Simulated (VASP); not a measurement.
# Al (P6_3/mmc) in VASP: further runs

Al is run at these levels: BLYP+D3(BJ), PBEsol+D3(BJ), r2SCAN+D4; tasks: single point.

Program: VASP 6.6.1. These are calculated values, not measurements. Logs are shortened: lines on timing, memory, paths and dates and some standing lists are left out, and cuts for length are marked.

## Step 1: The cell of the first run

It takes space group P6_3/mmc (No. 194, hexagonal). Conventional cell: a = 2.823 Å, b = 2.823 Å, c = 4.574 Å, α = 90.00°, β = 90.00°, γ = 120.00°. Within 3.7 Å of Al (site symmetry -6m2) lie 12 Al at 2.81 to 2.82 Å.

## Step 2: Single point, BLYP+D3(BJ)

INCAR

```
SYSTEM = Al
  PREC = Accurate
  ENCUT = 520
  EDIFF = 1E-6
  ISMEAR = -1
  SIGMA = 0.3
  LREAL = .FALSE.
  LASPH = .TRUE.
  NELM = 60
  ALGO = Normal
  ISIF = 2
  LWAVE = .FALSE.
  LCHARG = .FALSE.
  GGA = B5
  ALDAX = 1.0
  AGGAX = 1.0
  AGGAC = 1.0
  ALDAC = 0.0
  IVDW = 12
  VDW_S6 = 1.0
  VDW_S8 = 2.6996
  VDW_A1 = 0.4298
  VDW_A2 = 4.2359
  NBANDS = 10
```

KPOINTS

```
regular mesh
0
G
  7 7 4
  0 0 0
```

POSCAR

```
Al
1.0
    2.8231459761      0.0000000029      0.0000000000
   -1.4115729905      2.4449161324      0.0000000000
    0.0000000000      0.0000000000      4.5743991444
Al
2
Direct
    0.6666666667      0.3333333333      0.7500000000
    0.3333333333      0.6666666667      0.2500000000
```

Potentials or basis: VASP PAW PBE potentials, release 64 (Al).

Run with:

```bash
$ cat potpaw_PBE.64/Al/POTCAR > POTCAR
$ mpirun -np 1 vasp_std > vasp.out
```

OUTCAR:

```text
SYSTEM = Al
   PREC = Accurate
   ENCUT = 520
   EDIFF = 1E-6
   ISMEAR = -1
   LREAL = .FALSE.
   LASPH = .TRUE.
   NELM = 60
   ISIF = 2
   GGA = B5
   IVDW = 12
 IVDW          = 12

 ion  position               nearest neighbor table
   1  0.667  0.333  0.750-   2 2.81   2 2.81   2 2.81   2 2.81   2 2.81   2 2.81
   2  0.333  0.667  0.250-   1 2.81   1 2.81   1 2.81   1 2.81   1 2.81   1 2.81

  LATTYP: Found a hexagonal cell.
 ALAT       =     2.8231459761
 C/A-ratio  =     1.6203197366

  Lattice vectors:

 A1 = (   2.8231459761,   0.0000000029,   0.0000000000)
 A2 = (  -1.4115729905,   2.4449161324,   0.0000000000)
 A3 = (   0.0000000000,   0.0000000000,   4.5743991444)

Analysis of symmetry for initial positions (statically):
=====================================================================
 Subroutine PRICEL returns:
 Original cell was already a primitive cell.

 Routine SETGRP: Setting up the symmetry group for a
 hexagonal supercell.

 Subroutine GETGRP returns: Found 24 space group operations
 (whereof 12 operations were pure point group operations)
 out of a pool of 24 trial point group operations.

The static configuration has the point symmetry D_3d.
 The point group associated with its full space group is D_6h.

Analysis of symmetry for dynamics (positions and initial velocities):
=====================================================================
 Subroutine PRICEL returns:
 Original cell was already a primitive cell.

 Routine SETGRP: Setting up the symmetry group for a
 hexagonal supercell.

 Subroutine GETGRP returns: Found 24 space group operations
 (whereof 12 operations were pure point group operations)
 out of a pool of 24 trial point group operations.

The dynamic configuration has the point symmetry D_3d.
 The point group associated with its full space group is D_6h.

 Subroutine INISYM returns: Found 24 space group operations
 (whereof 12 operations are pure point group operations),
 and found     1 'primitive' translations

----------------------------------------------------------------------------------------

                                     Primitive cell

  volume of cell :      31.5741

  direct lattice vectors                    reciprocal lattice vectors
     2.823145976  0.000000003  0.000000000     0.354214769  0.204505993  0.000000000
    -1.411572991  2.444916132  0.000000000    -0.000000000  0.409011985  0.000000000
     0.000000000  0.000000000  4.574399144     0.000000000  0.000000000  0.218607946

  length of vectors
     2.823145976  2.823145976  4.574399144     0.409011985  0.409011985  0.218607946

[... 88 lines left out ...]
   TEBEG  =    0.0;   TEEND  =   0.0 temperature during run
   PSTRESS=    0.0 pullay stress
   NELECT =       6.0000    total number of electrons
   NUPDOWN=      -1.0000    fix difference up-down
   EMIN   =  10.00;   EMAX   =-10.00  energy-range for DOS
   EFERMI =   0.00;   METHOD = LEGACY
   ISMEAR =    -1;   SIGMA  =   0.30  broadening in eV -4-tet -1-fermi 0-gaus
   EFERMI_NEDOS =   21; number of points for ismear=-14 and -15
   IALGO  =     38    algorithm
   IMIX   =      4    mixing-type and parameters
     AMIX     =   0.40;   BMIX     =  1.00
     AMIX_MAG =   1.60;   BMIX_MAG =  1.00
  volume/ion in A,a.u.               =      15.79       106.54
  Fermi-wavevector in a.u.,A,eV,Ry     =   0.941199  1.778608 12.052797  0.885856
  Thomas-Fermi vector in A             =   2.068686
   LORBIT       =      0    0 simple, 1 ext, 2 COOP (PROOUT), +10 PAW based schemes
   GGA     = B5    functional components
   LHFCALC =     F    Hartree Fock is set to
   AEXX    =    0.0000 exact exchange contribution
   IVDW    =    12    specifies the selected vdW correction
   LEPSILON=     F    determine dielectric tensor
   LRPA    =     F    only Hartree local field effects (RPA)
 non-spin polarized calculation
  energy-cutoff  :      520.00
  volume of cell :       31.57
 maximum number of plane-waves:       866
 NGX is ok and might be reduce to    24
   NGX = 11   NGY = 11   NGZ = 17

 number of electron       6.0000000 magnetization

 Free energy of the ion-electron system (eV)
  ---------------------------------------------------
  ext. energy  EPLUGINS =         0.00000000
  ---------------------------------------------------
  free energy    TOTEN  =        -5.38653629 eV

  energy without entropy =       -5.15311994  energy(sigma->0) =       -5.26982812

 E-fermi :   8.8821     XC(G=0):  -9.8371

 val. band max:        8.6213699318   @ k =   0.1429   0.0000   0.2500
 cond. band min:       8.9399860818   @ k =   0.2857   0.2857   0.5000
 fundamental gap:      0.3186161500
 Fermi energy:         8.8821412774

 k-point     1 :       0.0000    0.0000    0.0000
  band No.  band energies     occupation
      1      -2.4804      2.00000
      2       4.2955      2.00000
      3       4.5397      2.00000
      4      19.6153      0.00000
      5      19.6153      0.00000
      6      20.0738      0.00000
      7      20.0738      0.00000
      8      21.3613      0.00000
      9      23.2033      0.00000
     10      23.8768      0.00000
[... 287 lines left out ...]
 k-point    24 :       0.2857    0.2857    0.5000
  band No.  band energies     occupation
      1       5.0775      1.99999
      2       5.0775      1.99999
      3       8.1688      1.83022
      4       8.1688      1.83022
      5       8.9400      0.90389
      6       8.9400      0.90389
      7      18.3035      0.00000
      8      18.3035      0.00000
      9      21.1529      0.00000
     10      21.1529      0.00000

------------------------ aborting loop because EDIFF is reached ----------------------------------------

 Edisp (eV)   -1.62271

 E8    (eV) :    -1.2066

  FORCE on cell =-STRESS in cart. coord.  units (eV):
  Direction    XX          YY          ZZ          XY          YZ          ZX
  --------------------------------------------------------------------------------------
  -------------------------------------------------------------------------------------
  Total       0.03335     0.03335     0.03588     0.00000     0.00000     0.00000
  in kB       1.69216     1.69216     1.82052     0.00000     0.00000     0.00000
  external pressure =        1.73 kB  Pullay stress =        0.00 kB

 VOLUME and BASIS-vectors are now :
 -----------------------------------------------------------------------------
  energy-cutoff  :      520.00
  volume of cell :       31.57
      direct lattice vectors                 reciprocal lattice vectors
     2.823145976  0.000000003  0.000000000     0.354214769  0.204505993  0.000000000
    -1.411572991  2.444916132  0.000000000    -0.000000000  0.409011985  0.000000000
     0.000000000  0.000000000  4.574399144     0.000000000  0.000000000  0.218607946

 POSITION                                       TOTAL-FORCE (eV/Angst)
 -----------------------------------------------------------------------------------
      1.41157      0.81497      3.43080        -0.000000      0.000000      0.000000
     -0.00000      1.62994      1.14360         0.000000     -0.000000      0.000000
 -----------------------------------------------------------------------------------
    total drift:                               -0.000000      0.000000     -0.000000

  FREE ENERGIE OF THE ION-ELECTRON SYSTEM (eV)
  ---------------------------------------------------
  free  energy   TOTEN  =        -7.0092492438 eV

  energy  without entropy=       -6.7758328899  energy(sigma->0) =       -6.89254107
```

stdout:

```text
POSCAR found type information on POSCAR Al
 POSCAR found :  1 types and       2 ions
 scaLAPACK will be used
 -----------------------------------------------------------------------------
|                                                                             |
|                                                                             |
|     You enforced a specific xc type in the INCAR file but a different       |
|     I HOPE YOU KNOW WHAT YOU ARE DOING!                                     |
|                                                                             |
 -----------------------------------------------------------------------------

 LDA part: xc-table for (Slater(with rela. corr.)+VWN5), standard interpolation
 POSCAR, INCAR and KPOINTS ok, starting setup
 FFT: planning ... GRIDC
 FFT: planning ... GRID_SOFT
 FFT: planning ... GRID
 WAVECAR not read
 entering main loop
```

It took 15 s on 1 thread of AMD EPYC 9R45 (Zen 5), shared host; peak memory 0.12 GiB.

What came out:

| Property | Result |
| --- | --- |
| Free energy | -7.0092 eV |
| Pressure | 0.2 GPa |
| Band gap on the k mesh | zero (band 3 reaches 13.37 eV, above the bottom of band 4 at 6.02 eV) |
| Dispersion energy per atom | -0.811 eV |

Caveat: the k points lie up to 0.37 Å⁻¹ apart; the PAW data sets were made with another functional, which shifts forces and pressure a little; pairwise dispersion overbinds metals, which lowers pressure and volume.

## Step 3: Single point, PBEsol+D3(BJ)

INCAR

```
ALGO     = Normal         # electronic algorithm
EDIFF    = 1E-6           # SCF threshold, eV
ENCUT    = 520            # plane-wave cutoff, eV
GGA      = PS             # functional
ISIF     = 2              # what is computed and relaxed
ISMEAR   = -1             # smearing method
IVDW     = 12             # dispersion correction
LASPH    = True           # aspherical terms in the spheres
LCHARG   = False          # write CHGCAR
LREAL    = False          # projectors in reciprocal space
LWAVE    = False          # write WAVECAR
NBANDS   = 10             # bands
NELM     = 80             # most SCF steps
PREC     = Accurate       # precision mode
SIGMA    = 0.3            # smearing width, eV
```

KPOINTS

```
k-points
0
Gamma
  7 7 4
```

POSCAR

```
Al
1.0
    2.8219423030      0.0000000029      0.0000000000
   -1.4109711540      2.4438737210      0.0000000000
    0.0000000000      0.0000000000      4.5827427977
Al
2
Direct
    0.6666666667      0.3333333333      0.7500000000
    0.3333333333      0.6666666667      0.2500000000
```

Potentials or basis: VASP PAW PBE potentials, release 64 (Al).

Run with:

```bash
$ cat potpaw_PBE.64/Al/POTCAR > POTCAR
$ mpirun -np 1 vasp_std > vasp.out
```

Run time: 7.5 s. Hardware: 1 thread of AMD EPYC 9R45 (Zen 5), shared host; peak memory 0.12 GiB.

Results (log left out):

| Item | Value |
| --- | --- |
| Free energy | -8.8957 eV |
| Pressure | 0.1 GPa |
| Band gap on the k mesh | zero (band 3 reaches 12.82 eV, above the bottom of band 4 at 5.49 eV) |
| Dispersion energy per atom | -0.332 eV |

Levels at points of the mesh, in eV from the Fermi level:
```tsv
k point	band 1	band 2	band 3	band 4	band 5	band 6
(0.00, 0.00, 0.00)	-11.38	-4.68	-4.31	10.88	10.88	11.19
(0.00, 0.00, 0.50)	-9.63	-9.63	3.69	3.69	12.06	12.06
```

Caveat: the k points lie up to 0.37 Å⁻¹ apart; the PAW data sets were made with another functional, which shifts forces and pressure a little; pairwise dispersion overbinds metals, which lowers pressure and volume.

(Continued in part 2 of 2.)
